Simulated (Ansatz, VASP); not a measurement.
## SiC in VASP and in Ansatz

```
Si C
1.0
     0.00000    2.17900    2.17900
     2.17900    0.00000    2.17900
     2.17900    2.17900    0.00000
Si C
1 1
Direct
  0.00000 0.00000 0.00000
  0.75000 0.75000 0.75000
```

Alike in both runs: task single point; functional PBE; k mesh 7 × 7 × 7; occupations fermi-dirac, width 0.04 eV; no spin polarisation.

```csv
,VASP,Ansatz
version,VASP 6.6.1,Ansatz 0.2.0
potentials or method,"VASP PAW PBE potentials, release 64 (Si, C), cutoff 600 eV","all-electron LAPW, scalar-relativistic"
```

```csv
,VASP,Ansatz,Ansatz less VASP
gap on the k mesh at the Fermi level (eV),1.60,1.60,+0.001
least direct gap on the mesh (eV),4.67,4.68,+0.004
pressure (GPa),3.1,3.3,+0.22
```

Ansatz ran all-electron here, and VASP with PAW potentials.
